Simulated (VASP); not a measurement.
Sc2Ta3O:

```xyz
6
Lattice="3.3846 0.0000 0.0000 0.0000 3.3846 0.0000 0.0000 0.0000 7.5185" Properties=species:S:1:pos:R:3 pbc="T T T"
Sc    1.6923    0.0000    5.5628
Sc    0.0000    1.6923    1.9558
Ta    1.6923    0.0000    2.8837
Ta    0.0000    1.6923    4.6349
Ta    0.0000    0.0000    0.0000
O     1.6923    1.6923    0.0000
```

The cell was built from a structure type or drawn by symmetry, and may not be a known phase.

```yaml
Program: VASP 6.6.1
Task: relaxation of cell and atoms
Functional: PBE
Potentials_or_basis: VASP PAW PBE potentials, release 64 (Sc_sv, Ta_pv, O)
Cutoff: 600 eV
k_mesh: 6 × 6 × 2
Occupations: gaussian, width 0.1 eV
Spin: no spin polarisation
```

At the start: pressure 29.9 GPa; volume 14.35 Å³/atom.

**Question.** Where does the relaxation end?

**Answer.** Over 29 steps the energy falls by 937.9 meV/atom and the volume is 17.80 Å³/atom (+24.0 %); space group P-4m2 (No. 115, to 0.1 Å) before and after.

Step by step:
| step | energy change (eV) | largest force (eV/Å) | pressure (GPa) | volume (Å³) |
| --- | --- | --- | --- | --- |
| 1 | 0.0000 | 2.1902 | 29.87 | 86.13 |
| 2 | -1.3643 | 2.6818 | -14.73 | 123.92 |
| 3 | -2.0427 | 2.7167 | -4.01 | 108.04 |
| 4 | -3.0428 | 2.0798 | -3.74 | 108.30 |
| 5 | -3.2294 | 3.8690 | 7.10 | 108.08 |
| 6 | -3.9105 | 0.8108 | -0.14 | 108.38 |
| 7 | -4.4536 | 1.8220 | 1.66 | 107.74 |
| 8 | -4.3295 | 3.6018 | 7.96 | 105.68 |
| 9 | -4.5171 | 2.6422 | 3.69 | 107.07 |
| 10 | -4.9394 | 1.6704 | -1.24 | 110.45 |
| 11 | -5.0963 | 0.9702 | -5.43 | 113.57 |
| 12 | -5.0968 | 1.0353 | -4.85 | 113.07 |
| 13 | -5.3336 | 1.3808 | 0.21 | 108.31 |
| 14 | -5.3442 | 0.9504 | 8.42 | 102.81 |
| 15 | -5.3957 | 1.2672 | 3.86 | 105.59 |
| 16 | -5.4903 | 0.6987 | 2.47 | 106.37 |
| 17 | -5.4947 | 0.5585 | 2.68 | 106.24 |
| 18 | -5.5268 | 0.3874 | -1.43 | 109.12 |
| 19 | -5.5271 | 0.4030 | -1.08 | 108.86 |
| 20 | -5.5508 | 0.3540 | -1.02 | 108.71 |
| 21 | -5.5975 | 0.4050 | -0.86 | 108.21 |
| 22 | -5.6010 | 0.4616 | -0.76 | 107.95 |
| 23 | -5.6188 | 0.1750 | 0.49 | 106.69 |
| 24 | -5.6195 | 0.1067 | 0.82 | 106.38 |
| 25 | -5.6259 | 0.0863 | -0.71 | 107.27 |
| 26 | -5.6263 | 0.0500 | -0.42 | 107.10 |
| 27 | -5.6276 | 0.0439 | 0.14 | 106.66 |
| 28 | -5.6276 | 0.0446 | 0.08 | 106.70 |
| 29 | -5.6277 | 0.0180 | -0.03 | 106.79 |

Final structure:
```
Sc Ta O
1.0
     3.02371    0.00000    0.00000
     0.00000    3.02371    0.00000
     0.00000    0.00000   11.68000
Sc Ta O
2 3 1
Direct
  0.50000 0.00000 0.76805
  0.00000 0.50000 0.23195
  0.50000 0.00000 0.41178
  0.00000 0.50000 0.58822
  0.00000 0.00000 0.00000
  0.50000 0.50000 0.00000
```

Caveat: the k points lie up to 0.35 Å⁻¹ apart in the final cell, too coarse for converged energies and pressures of a metal; the volume moved by over 15 % at a fixed basis, so the end points are rough; an odd number of electrons without spin polarisation forces a metal; a magnetic or distorted state may lie lower.
